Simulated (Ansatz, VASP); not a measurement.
**Two plane-wave programs on Co**

```
Co
1.0
     2.56841    0.00000    0.00000
    -1.28420    2.22430    0.00000
     0.00000    0.00000    4.17124
Co
2
Direct
  0.33333 0.66667 0.25000
  0.66667 0.33333 0.75000
```

Change from the starting cell: volume scaled by 1.06, PAW files.

Alike in both runs: task electric field gradients; functional PBEsol; k mesh 19 × 19 × 10; occupations fermi-dirac, width 0.05 eV; collinear spin.

|  | VASP | Ansatz |
| --- | --- | --- |
| version | VASP 6.6.1 | Ansatz 0.2.0 |
| potentials or method | VASP PAW PBE potentials, release 64 (Co) | PAW with Ansatz's default frozen-core files, scalar-relativistic |
| plane-wave cutoff (eV) | 520 | 420 |
| valence electrons in the cell | 18 | 34 |

|  | VASP | Ansatz | Ansatz less VASP |
| --- | --- | --- | --- |
| pressure (GPa) | -24.5 | -24.3 | +0.21 |
| traceless stress, the component that is largest in VASP (GPa) | -0.55 | -0.41 | +0.143 |
| net moment per atom (μB) | 1.68 | 1.69 | +0.011 |
| size of the moment on the site where the two differ most (μB) | 1.71 | 1.77 | +0.056 |
| size of Vzz on the site where it differs most (V/Å²) | 2.2 | 2.1 | -0.13 |

VASP's potentials were made for PBE, not for PBEsol. Site moments also hang on the region over which each program counts them. The functional is the same, so the differences come from potentials, cutoffs and numerics. VASP's potentials hold 18 valence electrons a cell and Ansatz's 34, so a difference there can come from the potentials and not from the codes.
